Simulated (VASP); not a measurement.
The system is Sn.

```
Sn
1.0
     0.00000    3.23334    3.23334
     3.23334    0.00000    3.23334
     3.23334    3.23334    0.00000
Sn
2
Direct
  0.75000 0.75000 0.75000
  0.50000 0.50000 0.50000
```

| Quantity | Value |
| --- | --- |
| Program | VASP 6.6.1 |
| Task | relaxation of cell and atoms |
| Functional | PBE |
| Potentials or basis | VASP PAW PBE potentials, release 64 (Sn_d) |
| Cutoff | 600 eV |
| k mesh | 5 × 5 × 5 |
| Occupations | fermi-dirac, width 0.05 eV |
| Spin | no spin polarisation |

At the start: pressure 4.0 GPa; volume 33.80 Å³/atom.

**Question.** Where does the relaxation end?

**Answer.** Over 3 steps the energy falls by 36.4 meV/atom and the volume is 36.96 Å³/atom (+9.3 %); space group Fd-3m (No. 227, to 0.05 Å).

Step by step:
```tsv
step	energy change (eV)	largest force (eV/Å)	pressure (GPa)	volume (Å³)
1	0.0000	0.0000	4.01	67.61
2	-0.0654	0.0000	-1.00	76.22
3	-0.0727	0.0000	-0.01	73.93
```

Final structure:
```cif
data_structure
_symmetry_space_group_name_H-M 'P 1'
_symmetry_Int_Tables_number 1
_cell_length_a 4.7109
_cell_length_b 4.7109
_cell_length_c 4.7109
_cell_angle_alpha 60.000
_cell_angle_beta 60.000
_cell_angle_gamma 60.000
_cell_volume 73.93
loop_
_atom_site_label
_atom_site_type_symbol
_atom_site_fract_x
_atom_site_fract_y
_atom_site_fract_z
_atom_site_occupancy
Sn1 Sn 0.75000 0.75000 0.75000 1
Sn2 Sn 0.50000 0.50000 0.50000 1
```
